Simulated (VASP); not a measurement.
# SnO (P1) in VASP: a series of runs, part 2 of 2

VASP 6.6.1. Earlier steps stand in the parts before.

## Step 3: Single point, LDA

File INCAR:

```
  PREC = Accurate
  ENCUT = 520
  EDIFF = 1E-7
  ISMEAR = 0
  SIGMA = 0.01
  LREAL = F
  LASPH = T
  NELM = 60
  ALGO = Normal
  ISIF = 2
  LWAVE = F
  LCHARG = T
  LELF = T
  LVHAR = T
  NBANDS = 28
```

File KPOINTS:

```
Automatic mesh
0
Gamma
  4 3 3
```

File POSCAR:

```
SnO
1.0
    3.3550050000      0.0000000000      0.0000000000
    0.0000000000      5.6741040000      0.0000000000
    0.0000000000      0.0000000000      4.2219700000
Sn O
2 2
Direct
   -0.0045268399      0.2038794374      0.4890831276
    0.4977884766      0.7507758150     -0.0111088656
   -0.0033820217      0.8838557491      0.7370856980
    0.4961185163      0.0713522435      0.2380684517
```

Potentials or basis: VASP PAW LDA potentials, release 64 (Sn_d, O).

Launch:

```bash
$ cat potpaw_LDA.64/Sn_d/POTCAR potpaw_LDA.64/O/POTCAR > POTCAR
$ mpirun -np 1 vasp_std > vasp.out
```

OUTCAR:

```text
PREC = Accurate
   ENCUT = 520
   EDIFF = 1E-7
   ISMEAR = 0
   LREAL = F
   LASPH = T
   NELM = 60
   ISIF = 2

 ion  position               nearest neighbor table
   1  0.995  0.204  0.489-   3 2.10   4 2.12   4 2.12   2 3.72   2 3.72   2 3.73   2 3.73
   2  0.498  0.751  0.989-   4 2.10   3 2.12   3 2.13   1 3.72   1 3.72   1 3.73   1 3.73
   3  0.997  0.884  0.737-   1 2.10   2 2.12   2 2.13
   4  0.496  0.071  0.238-   2 2.10   1 2.12   1 2.12

  LATTYP: Found a simple orthorhombic cell.
 ALAT       =     3.3550050000
[... 781 lines left out ...]
  Direction    XX          YY          ZZ          XY          YZ          ZX
  --------------------------------------------------------------------------------------
  -------------------------------------------------------------------------------------
  Total       -1.3807611     -0.4925290     -0.5387475      0.0454916     -0.0250395     -0.0092837
  in kB      -27.5247596     -9.8183113    -10.7396523      0.9068507     -0.4991505     -0.1850655
  external PRESSURE =     -16.0275744 kB  Pullay stress =       0.0000000 kB

 VOLUME and BASIS-vectors are now :
 -----------------------------------------------------------------------------
  energy-cutoff  :      520.00
  volume of cell :       80.37
      direct lattice vectors                 reciprocal lattice vectors
     3.355005000  0.000000000  0.000000000     0.298062149  0.000000000  0.000000000
     0.000000000  5.674104000  0.000000000     0.000000000  0.176239279  0.000000000
     0.000000000  0.000000000  4.221970000     0.000000000  0.000000000  0.236856254

 POSITION                                       TOTAL-FORCE (eV/Angst)
 -----------------------------------------------------------------------------------
      3.33982      1.15683      2.06489         0.018291      0.148050      0.026749
      1.67008      4.25998      4.17507        -0.029427     -0.094052      0.021942
      3.34366      5.01509      3.11195         0.017735     -0.020866      0.003847
      1.66448      0.40486      1.00512        -0.006599     -0.033133     -0.052537
 -----------------------------------------------------------------------------------
    total drift:                                0.001074     -0.000207     -0.000046

  FREE ENERGIE OF THE ION-ELECTRON SYSTEM (eV)
  ---------------------------------------------------
  free  energy   TOTEN  =       -25.2282664083 eV

  energy  without entropy=      -25.2282664083  energy(sigma->0) =      -25.22826641
```

OSZICAR:

```text
N       E                     dE             d eps       ncg     rms          rms(c)
DAV:   1     0.440880840431E+03    0.44088E+03   -0.20222E+04  1096   0.209E+03
DAV:   2     0.419060199038E+02   -0.39897E+03   -0.38231E+03  1088   0.544E+02
DAV:   3    -0.255659186480E+02   -0.67472E+02   -0.66489E+02  1196   0.191E+02
DAV:   4    -0.290430638315E+02   -0.34771E+01   -0.34571E+01  1288   0.467E+01
DAV:   5    -0.291286180412E+02   -0.85554E-01   -0.85539E-01  1180   0.788E+00    0.118E+01
DAV:   6    -0.253683259305E+02    0.37603E+01   -0.16260E+01  1760   0.472E+01    0.526E+00
DAV:   7    -0.252959867219E+02    0.72339E-01   -0.21016E+00  1256   0.897E+00    0.258E+00
DAV:   8    -0.252439250085E+02    0.52062E-01   -0.38934E-01  1484   0.421E+00    0.810E-01
DAV:   9    -0.252276572879E+02    0.16268E-01   -0.52704E-02  1660   0.252E+00    0.217E-01
DAV:  10    -0.252286887325E+02   -0.10314E-02   -0.75556E-03  1560   0.781E-01    0.143E-01
DAV:  11    -0.252282443587E+02    0.44437E-03   -0.15219E-03  1636   0.405E-01    0.250E-02
DAV:  12    -0.252282746758E+02   -0.30317E-04   -0.34488E-04  1136   0.102E-01    0.309E-02
DAV:  13    -0.252282664459E+02    0.82299E-05   -0.28644E-05  1512   0.582E-02    0.898E-03
DAV:  14    -0.252282664874E+02   -0.41491E-07   -0.27500E-06  1176   0.105E-02    0.263E-03
DAV:  15    -0.252282664083E+02    0.79089E-07   -0.64061E-07  1236   0.658E-03
   1 F= -.25228266E+02 E0= -.25228266E+02  d E =-.114164E-66
```

stdout:

```text
POSCAR found type information on POSCAR SnO
 POSCAR found :  2 types and       4 ions
 scaLAPACK will be used
 LDA part: xc-table for (Slater(with rela. corr.)+CA(PZ))
 , standard interpolation
 POSCAR, INCAR and KPOINTS ok, starting setup
 FFT: planning ... GRIDC
 FFT: planning ... GRID_SOFT
 FFT: planning ... GRID
 WAVECAR not read
 entering main loop
```

Wall time 50 s (1 thread of Intel Xeon 8259CL, shared host); peak memory 0.18 GiB.

Results:

```yaml
Free_energy: -25.2283 eV
Pressure: -1.6 GPa
Largest_force: 0.152 eV/Å
Band_gap_on_the_k_mesh: 1.54 eV (least direct gap 2.22 eV)
```

Forces in eV/Å, atoms in the order of the input:
```
Sn   0.018  0.148  0.027
Sn  -0.029 -0.094  0.022
O    0.018 -0.021  0.004
O   -0.007 -0.033 -0.053
```

Levels at points of the mesh, in eV from the valence-band top:
| k point | band 18 | band 19 | band 20 | band 21 | band 22 | band 23 |
| --- | --- | --- | --- | --- | --- | --- |
| (0.00, 0.00, 0.00) | -3.09 | -2.27 | 0.00 | 2.22 | 2.84 | 5.67 |
| (0.50, 0.00, 0.00) | -2.96 | -1.49 | -1.47 | 2.54 | 2.57 | 5.48 |

Caveat: the k points lie up to 0.50 Å⁻¹ apart; spin-orbit coupling is left out, which moves the levels of the heavy elements; an odd mesh through Γ misses points on the zone boundary, where band edges can lie.

## Step 4: Single point, LDA

File INCAR:

```
SYSTEM = SnO
PREC     = Accurate       ! precision mode
ENCUT    = 520            ! plane-wave cutoff, eV
EDIFF    = 1E-6           ! SCF threshold, eV
ISMEAR   = 0              ! smearing method
SIGMA    = 0.01           ! smearing width, eV
LREAL    = .FALSE.        ! projectors in reciprocal space
LASPH    = .TRUE.         ! aspherical terms in the spheres
NELM     = 60             ! most SCF steps
ALGO     = Normal         ! electronic algorithm
ISIF     = 2              ! what is computed and relaxed
LWAVE    = .FALSE.        ! write WAVECAR
LCHARG   = .FALSE.        ! write CHGCAR
GGA      = CA             ! functional
NBANDS   = 28             ! bands
```

File KPOINTS:

```
regular mesh
0
G
  4 3 3
  0 0 0
```

File POSCAR:

```
SnO
1.0
    3.3550050000      0.0000000000      0.0000000000
    0.0000000000      5.6741040000      0.0000000000
    0.0000000000      0.0000000000      4.2219700000
Sn O
2 2
Direct
   -0.0041856716      0.2040738805      0.4888054327
    0.4973860199      0.7506270790     -0.0110352522
   -0.0031597553      0.8839961251      0.7376453147
    0.4959575640      0.0711662182      0.2377128619
```

Launch:

```bash
$ cat potpaw_LDA.64/Sn_d/POTCAR potpaw_LDA.64/O/POTCAR > POTCAR
$ mpirun -np 1 vasp_std > vasp.out
```

Run time: 50 s. Hardware: 1 thread of Intel Xeon 8259CL, shared host; peak memory 0.17 GiB.

The run converged. Its results:

```yaml
Free_energy: -25.2286 eV
Pressure: -1.7 GPa
Largest_force: 0.123 eV/Å
Band_gap_on_the_k_mesh: 1.54 eV (least direct gap 2.21 eV)
```

Forces in eV/Å, atoms in the order of the input:
```
Sn   0.007  0.120  0.026
Sn  -0.016 -0.091  0.018
O    0.003 -0.011 -0.012
O    0.005 -0.017 -0.031
```

Stress tensor (GPa, compression positive):
```
-2.80  0.06 -0.01
 0.06 -1.07  0.00
-0.01  0.00 -1.12
```

Levels at points of the mesh, in eV from the valence-band top:
| k point | band 17 | band 18 | band 19 | band 20 | band 21 | band 22 | band 23 | band 24 |
| --- | --- | --- | --- | --- | --- | --- | --- | --- |
| (0.00, 0.00, 0.00) | -4.01 | -3.08 | -2.26 | 0.00 | 2.21 | 2.84 | 5.66 | 5.70 |
| (0.50, 0.00, 0.00) | -2.96 | -2.96 | -1.49 | -1.48 | 2.55 | 2.56 | 5.49 | 5.50 |

Caveat: the k points lie up to 0.50 Å⁻¹ apart; spin-orbit coupling is left out, which moves the levels of the heavy elements; an odd mesh through Γ misses points on the zone boundary, where band edges can lie.
